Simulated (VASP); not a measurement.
# AgBr (I4/mmm) in VASP: a series of runs, part 3 of 3

VASP 6.6.1. Earlier steps stand in the parts before.

**5. Electric field gradients, PBEsol (equal xx and yy strain of +1 %)**

Contents of INCAR:

```
SYSTEM = AgBr
PREC = Accurate ; ENCUT = 400
EDIFF = 1E-8 ; ISMEAR = -1
SIGMA = 0.02 ; LREAL = .False.
LASPH = .True. ; NELM = 120
ALGO = Normal ; ISIF = 2
LWAVE = .False. ; LCHARG = .False.
GGA = PS ; LEFG = .True.
NBANDS = 16 ; GGA_COMPAT = .False.
```

Contents of KPOINTS:

```
Automatic mesh
0
Gamma
  7 7 7
  0 0 0
```

Contents of POSCAR:

```
AgBr
1.0
    0.0000000000      2.9149105000      2.8860500000
    2.9149105000      0.0000000000      2.8860500000
    2.9149105000      2.9149105000      0.0000000000
Ag Br
1 1
Direct
    0.5000000000      0.5000000000      0.5000000000
    0.0000000000      0.0000000000      0.0000000000
```

Potentials or basis: VASP PAW PBE potentials, release 64 (Ag, Br).

On the command line:

```console
> cat potpaw_PBE.64/Ag/POTCAR potpaw_PBE.64/Br/POTCAR > POTCAR
> mpirun -np 1 vasp_std > vasp.out
```

OUTCAR:

```text
SYSTEM = AgBr
   PREC = Accurate
   ENCUT = 400
   EDIFF = 1E-8
   ISMEAR = -1
   LREAL = .False.
   LASPH = .True.
   NELM = 120
   ISIF = 2
   GGA = PS

 ion  position               nearest neighbor table
   1  0.500  0.500  0.500-   2 2.89   2 2.89   2 2.91   2 2.91   2 2.91   2 2.91
   2  0.000  0.000  0.000-   1 2.89   1 2.89   1 2.91   1 2.91   1 2.91   1 2.91

  LATTYP: Found a body centered tetragonal cell.
 ALAT       =     4.1223059622
 C/A-ratio  =     1.4002114479

  Lattice vectors:

 A1 = (   0.0000000000,  -2.9149105000,  -2.8860500000)
 A2 = (   0.0000000000,   2.9149105000,  -2.8860500000)
 A3 = (   2.9149105000,   0.0000000000,   2.8860500000)

Analysis of symmetry for initial positions (statically):
=====================================================================
 Subroutine PRICEL returns:
 Original cell was already a primitive cell.

 Routine SETGRP: Setting up the symmetry group for a
[... 644 lines left out ...]
  energy-cutoff  :      400.00
  volume of cell :       49.04
      direct lattice vectors                 reciprocal lattice vectors
     0.000000000  2.914910500  2.886050000    -0.171531853  0.171531853  0.173247172
     2.914910500  0.000000000  2.886050000     0.171531853 -0.171531853  0.173247172
     2.914910500  2.914910500  0.000000000     0.171531853  0.171531853 -0.173247172

 POSITION                                       TOTAL-FORCE (eV/Angst)
 -----------------------------------------------------------------------------------
      2.91491      2.91491      2.88605        -0.000000      0.000000      0.000000
      0.00000      0.00000      0.00000         0.000000     -0.000000      0.000000
 -----------------------------------------------------------------------------------
    total drift:                                0.000000      0.000000      0.000000

  FREE ENERGIE OF THE ION-ELECTRON SYSTEM (eV)
  ---------------------------------------------------
  free  energy   TOTEN  =        -5.6622704489 eV

  energy  without entropy=       -5.6622704369  energy(sigma->0) =       -5.66227044

 Electric field gradients (V/A^2)
---------------------------------------------------------------------
 ion       V_xx      V_yy      V_zz      V_xy      V_xz      V_yz
---------------------------------------------------------------------
   1       2.629     2.629    -5.258    -0.001    -0.001    -0.001
   2      -5.097    -5.097    10.193     0.001     0.001     0.001
---------------------------------------------------------------------

 Electric field gradients after diagonalization (V/A^2)
 (convention: |V_zz| > |V_xx| > |V_yy|)
----------------------------------------------------------------------
 ion       V_xx      V_yy      V_zz     asymmetry (V_yy - V_xx)/ V_zz
----------------------------------------------------------------------
   1       2.630     2.629    -5.258       0.000
   2      -5.097    -5.096    10.193       0.000
----------------------------------------------------------------------

           NMR quadrupolar parameters

 Cq : quadrupolar parameter    Cq=e*Q*V_zz/h
 eta: asymmetry parameters     (V_yy - V_xx)/ V_zz
 Q  : nuclear electric quadrupole moment in mb (millibarn)
----------------------------------------------------------------------
 ion       Cq(MHz)       eta       Q (mb)
----------------------------------------------------------------------
   1      -0.013       0.000       1.000
   2       0.025       0.000       1.000
----------------------------------------------------------------------
```

stdout:

```text
POSCAR found type information on POSCAR AgBr
 POSCAR found :  2 types and       2 ions
 scaLAPACK will be used
 -----------------------------------------------------------------------------
|                                                                             |
|                                                                             |
|     You enforced a specific xc type in the INCAR file but a different       |
|     I HOPE YOU KNOW WHAT YOU ARE DOING!                                     |
|                                                                             |
 -----------------------------------------------------------------------------

 LDA part: xc-table for (Slater+PW92), standard interpolation
 POSCAR, INCAR and KPOINTS ok, starting setup
 FFT: planning ... GRIDC
 FFT: planning ... GRID_SOFT
 FFT: planning ... GRID
 WAVECAR not read
 entering main loop
ion   1

ion   2
```

It took 30 s on 1 thread of Intel Xeon 8259CL, shared host; peak memory 0.16 GiB.

Results:

```
Free energy                             : -5.6623 eV
Pressure                                : -3.3 GPa
Band gap on the k mesh                  : 0.56 eV (least direct gap 2.32 eV)
Largest electric field gradient by atom : Ag -5.3; Br +10.2 V/Å²
```

Stress tensor (GPa, compression positive):
```
-3.32  0.00  0.00
 0.00 -3.32  0.00
 0.00  0.00 -3.17
```

Levels at points of the mesh, in eV from the valence-band top:
```tsv
k point	band 5	band 6	band 7	band 8	band 9	band 10	band 11	band 12	band 13	band 14
(0.00, 0.00, 0.00)	-2.63	-2.61	-1.80	-1.77	-1.77	0.56	9.85	9.85	9.88	11.00
```

Electric field gradients, principal values (V/Å²):
| atom | least | middle | greatest (by size) |
| --- | --- | --- | --- |
| 1 Ag | 2.629 | 2.630 | -5.258 |
| 2 Br | -5.096 | -5.097 | 10.193 |

Caveat: the cell differs from its parent crystal (equal xx and yy strain of +1 %); the cell stands under tension; semilocal functionals underestimate gaps, and a narrow one can read as zero; without QUAD_EFG the Cq values of the log hold for a quadrupole moment of 1 mb, not for the nuclei; the PAW data sets were made with another functional, which shifts forces and pressure a little. A k mesh can miss the band edges.

**6. Electric field gradients, PBEsol (equal xx and yy strain of +1 %)**

Contents of INCAR:

```
PREC     = Accurate       # precision mode
ENCUT    = 400            # plane-wave cutoff, eV
EDIFF    = 1E-8           # SCF threshold, eV
ISMEAR   = -1             # smearing method
SIGMA    = 0.02           # smearing width, eV
LREAL    = False          # projectors in reciprocal space
LASPH    = True           # aspherical terms in the spheres
NELM     = 120            # most SCF steps
ALGO     = Normal         # electronic algorithm
ISIF     = 2              # what is computed and relaxed
LWAVE    = False          # write WAVECAR
LCHARG   = False          # write CHGCAR
GGA      = PS             # functional
LEFG     = True         
NBANDS   = 16             # bands
GGA_COMPAT= False
```

Contents of KPOINTS:

```
Automatic mesh
0
Gamma
  7 7 7
```

POSCAR is that of step 5.

Potentials or basis: VASP PAW PBE potentials, release 64 (Ag, Br).

On the command line:

```console
> cat potpaw_PBE.64/Ag/POTCAR potpaw_PBE.64/Br/POTCAR > POTCAR
> mpirun -np 1 vasp_std > vasp.out
```

OUTCAR:

```text
PREC = Accurate
   ENCUT = 400
   EDIFF = 1E-8
   ISMEAR = -1
   LREAL = False
   LASPH = True
   NELM = 120
   ISIF = 2
   GGA = PS

 ion  position               nearest neighbor table
   1  0.500  0.500  0.500-   2 2.89   2 2.89   2 2.91   2 2.91   2 2.91   2 2.91
   2  0.000  0.000  0.000-   1 2.89   1 2.89   1 2.91   1 2.91   1 2.91   1 2.91

  LATTYP: Found a body centered tetragonal cell.
 ALAT       =     4.1223059622
 C/A-ratio  =     1.4002114479

  Lattice vectors:

 A1 = (   0.0000000000,  -2.9149105000,  -2.8860500000)
 A2 = (   0.0000000000,   2.9149105000,  -2.8860500000)
 A3 = (   2.9149105000,   0.0000000000,   2.8860500000)

Analysis of symmetry for initial positions (statically):
=====================================================================
 Subroutine PRICEL returns:
 Original cell was already a primitive cell.

 Routine SETGRP: Setting up the symmetry group for a
 body centered tetragonal supercell.

[... 643 lines left out ...]
  volume of cell :       49.04
      direct lattice vectors                 reciprocal lattice vectors
     0.000000000  2.914910500  2.886050000    -0.171531853  0.171531853  0.173247172
     2.914910500  0.000000000  2.886050000     0.171531853 -0.171531853  0.173247172
     2.914910500  2.914910500  0.000000000     0.171531853  0.171531853 -0.173247172

 POSITION                                       TOTAL-FORCE (eV/Angst)
 -----------------------------------------------------------------------------------
      2.91491      2.91491      2.88605        -0.000000      0.000000      0.000000
      0.00000      0.00000      0.00000         0.000000     -0.000000      0.000000
 -----------------------------------------------------------------------------------
    total drift:                                0.000000      0.000000      0.000000

  FREE ENERGIE OF THE ION-ELECTRON SYSTEM (eV)
  ---------------------------------------------------
  free  energy   TOTEN  =        -5.6622704489 eV

  energy  without entropy=       -5.6622704369  energy(sigma->0) =       -5.66227044

 Electric field gradients (V/A^2)
---------------------------------------------------------------------
 ion       V_xx      V_yy      V_zz      V_xy      V_xz      V_yz
---------------------------------------------------------------------
   1       2.629     2.629    -5.258    -0.001    -0.001    -0.001
   2      -5.097    -5.097    10.193     0.001     0.001     0.001
---------------------------------------------------------------------

 Electric field gradients after diagonalization (V/A^2)
 (convention: |V_zz| > |V_xx| > |V_yy|)
----------------------------------------------------------------------
 ion       V_xx      V_yy      V_zz     asymmetry (V_yy - V_xx)/ V_zz
----------------------------------------------------------------------
   1       2.630     2.629    -5.258       0.000
   2      -5.097    -5.096    10.193       0.000
----------------------------------------------------------------------

           NMR quadrupolar parameters

 Cq : quadrupolar parameter    Cq=e*Q*V_zz/h
 eta: asymmetry parameters     (V_yy - V_xx)/ V_zz
 Q  : nuclear electric quadrupole moment in mb (millibarn)
----------------------------------------------------------------------
 ion       Cq(MHz)       eta       Q (mb)
----------------------------------------------------------------------
   1      -0.013       0.000       1.000
   2       0.025       0.000       1.000
----------------------------------------------------------------------
```

OSZICAR:

```text
N       E                     dE             d eps       ncg     rms          rms(c)
DAV:   1     0.719184599382E+02    0.71918E+02   -0.71458E+03  1288   0.810E+02
DAV:   2    -0.373817040682E+01   -0.75657E+02   -0.69775E+02  1632   0.183E+02
DAV:   3    -0.578564115014E+01   -0.20475E+01   -0.20429E+01  1512   0.306E+01
DAV:   4    -0.579322193528E+01   -0.75808E-02   -0.75804E-02  1704   0.215E+00
DAV:   5    -0.579328551234E+01   -0.63577E-04   -0.63577E-04  1528   0.190E-01    0.572E+00
DAV:   6    -0.566633271596E+01    0.12695E+00   -0.26318E-01  1608   0.694E+00    0.374E+00
DAV:   7    -0.566300625692E+01    0.33265E-02   -0.44795E-02  1472   0.141E+00    0.166E+00
DAV:   8    -0.566229356081E+01    0.71270E-03   -0.33130E-03  1584   0.554E-01    0.250E-01
DAV:   9    -0.566226075032E+01    0.32810E-04   -0.34420E-04  1576   0.226E-01    0.426E-02
DAV:  10    -0.566226835887E+01   -0.76086E-05   -0.27024E-05  1664   0.744E-02    0.198E-02
DAV:  11    -0.566227072802E+01   -0.23691E-05   -0.68224E-06  1600   0.217E-02    0.546E-03
DAV:  12    -0.566227046260E+01    0.26542E-06   -0.85166E-07  1504   0.753E-03    0.216E-03
DAV:  13    -0.566227045231E+01    0.10292E-07   -0.12186E-07  1608   0.240E-03    0.609E-04
DAV:  14    -0.566227044886E+01    0.34406E-08   -0.10928E-08  1072   0.628E-04
   1 F= -.56622704E+01 E0= -.56622704E+01  d E =-.119519E-07
```

It took 26 s on 1 thread of Intel Xeon 8259CL, shared host; peak memory 0.17 GiB.

What came out:

```yaml
Free_energy: -5.6623 eV
Pressure: -3.3 GPa
Band_gap_on_the_k_mesh: 0.56 eV (least direct gap 2.32 eV)
Largest_electric_field_gradient_by_atom: Ag -5.3; Br +10.2 V/Å²
```

Levels at points of the mesh, in eV from the valence-band top:
| k point | band 6 | band 7 | band 8 | band 9 | band 10 | band 11 | band 12 | band 13 |
| --- | --- | --- | --- | --- | --- | --- | --- | --- |
| (0.00, 0.00, 0.00) | -2.61 | -1.80 | -1.77 | -1.77 | 0.56 | 9.85 | 9.85 | 9.88 |

Electric field gradients, principal values (V/Å²):
| atom | least | middle | greatest (by size) |
| --- | --- | --- | --- |
| 1 Ag | 2.629 | 2.630 | -5.258 |
| 2 Br | -5.096 | -5.097 | 10.193 |

Caveat: the cell differs from its parent crystal (equal xx and yy strain of +1 %); the cell stands under tension; semilocal functionals underestimate gaps, and a narrow one can read as zero; without QUAD_EFG the Cq values of the log hold for a quadrupole moment of 1 mb, not for the nuclei; the PAW data sets were made with another functional, which shifts forces and pressure a little. A k mesh can miss the band edges.

**7. The runs side by side**

| cell | gap on the mesh (eV) | pressure (GPa) |
| --- | --- | --- |
| a = 4.102, b = 4.102, c = 4.081 Å, angles 60.2, 60.2, 59.7°, 2 atoms | 0.55 | -2.9 |
| a = 4.123, b = 4.123, c = 4.081 Å, angles 60.3, 60.3, 59.3°, 2 atoms | 0.53 | -3.2 |
| a = 4.102, b = 4.102, c = 4.122 Å, angles 59.8, 59.8, 60.3°, 2 atoms | 0.56 | -3.3 |

Alike in all rows: task electric field gradients; level PBEsol; potentials or basis VASP PAW PBE potentials, release 64 (Ag, Br); no spin polarisation; k mesh 7 × 7 × 7; cutoff (eV) 400; smearing fermi-dirac 0.02 eV.

Caveats: semilocal functionals underestimate gaps, and a narrow one can read as zero; the PAW data sets were made with another functional, which shifts forces and pressure a little; the cell stands under tension (at least some runs).

Absolute energies hang on the potentials; compare differences alone.
